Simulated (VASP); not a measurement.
Wanted: the native input for a VASP 6.6.1 run.

- Task: single point
- Functional: r2SCAN
- Potentials or basis: VASP PAW PBE potentials, release 64 (Ga_d)
- Cutoff: 520 eV
- k mesh: 18 × 18 × 18
- Occupations: gaussian, width 0.05 eV
- Spin: no spin polarisation
- Dipole correction: no
- Further INCAR settings: ALGO = Normal; EDIFF = 1e-06; NBANDS = 12

Crystal: Ga.

```
CELL_PARAMETERS angstrom
-1.65425 1.65425 1.65425
1.65425 -1.65425 1.65425
1.65425 1.65425 -1.65425
ATOMIC_POSITIONS crystal
Ga 0.00000 0.00000 0.00000
```

One way to write it, as run:

POSCAR

```
Ga
1.0
   -1.6542470483      1.6542470483      1.6542470483
    1.6542470483     -1.6542470483      1.6542470483
    1.6542470483      1.6542470483     -1.6542470483
Ga
1
Direct
    0.0000000000      0.0000000000      0.0000000000
```

INCAR.step1

```
SYSTEM = Ga
PREC     = Accurate       ! precision mode
ENCUT    = 520            ! plane-wave cutoff, eV
ISMEAR   = 0              ! smearing method
SIGMA    = 0.05           ! smearing width, eV
LREAL    = .False.        ! projectors in reciprocal space
LASPH    = .True.         ! aspherical terms in the spheres
NELM     = 80             ! most SCF steps
NBANDS   = 12             ! bands
GGA      = PE             ! functional
ALGO     = Normal         ! electronic algorithm
EDIFF    = 1E-4           ! SCF threshold, eV
LWAVE    = .True.         ! write WAVECAR
LCHARG   = .False.        ! write CHGCAR
```

INCAR.step2

```
SYSTEM = Ga
PREC     = Accurate       ! precision mode
ENCUT    = 520            ! plane-wave cutoff, eV
EDIFF    = 1E-6           ! SCF threshold, eV
ISMEAR   = 0              ! smearing method
SIGMA    = 0.05           ! smearing width, eV
LREAL    = .False.        ! projectors in reciprocal space
LASPH    = .True.         ! aspherical terms in the spheres
NELM     = 80             ! most SCF steps
ALGO     = Normal         ! electronic algorithm
ISIF     = 2              ! what is computed and relaxed
LWAVE    = .False.        ! write WAVECAR
LCHARG   = .False.        ! write CHGCAR
METAGGA  = R2SCAN         ! meta-GGA
LMIXTAU  = .True.       
NBANDS   = 12             ! bands
ISTART   = 1
```

KPOINTS

```
regular mesh
0
Gamma
  18 18 18
  0 0 0
```

Potentials or basis: VASP PAW PBE potentials, release 64 (Ga_d).

Command:

```console
$ cat potpaw_PBE.64/Ga_d/POTCAR > POTCAR
$ cp INCAR.step1 INCAR
$ mpirun -np 1 vasp_std > vasp.out
$ cp INCAR.step2 INCAR
$ mpirun -np 1 vasp_std > vasp.out
```

Results of the run:

| Property | Result |
| --- | --- |
| Pressure | 0.2 GPa |

Caveat: the PAW data sets were made with another functional, which shifts forces and pressure a little.

Wall time 52 s on 1 thread of Intel(R) Xeon(R) 6975P-C (Granite Rapids) (shared host), peak memory 0.17 GiB.
